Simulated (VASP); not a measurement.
The system is ZrB.

```
Zr B
1.0
     0.00000    2.45568    2.45568
     2.45568    0.00000    2.45568
     2.45568    2.45568    0.00000
Zr B
1 1
Cartesian
  2.4557 2.4557 2.4557
  0.0000 0.0000 0.0000
```

Base run:

* Program: VASP 6.6.1
* Functional: r2SCAN
* Dispersion: D3(BJ)
* Potentials or basis: VASP PAW PBE potentials, release 64 (Zr_sv, B)
* Cutoff: 520 eV
* k mesh: 12 × 12 × 12
* Occupations: gaussian, width 0.05 eV
* Spin: no spin polarisation

Its results: band gap on the k mesh zero (an odd number of electrons rules out a gap without spin polarisation); pressure -1.9 GPa.

**Question.** The run is repeated on the same cell with these changes: dispersion from D3(BJ) to none. What comes out?

**Answer.** Band gap on the k mesh zero (an odd number of electrons rules out a gap without spin polarisation); pressure 0.1 GPa.

Dispersion adds attraction, which lowers the pressure at fixed volume and, as a term added to the energy, leaves the levels alone.

Caveats: the PAW data sets were made with another functional, which shifts forces and pressure a little.
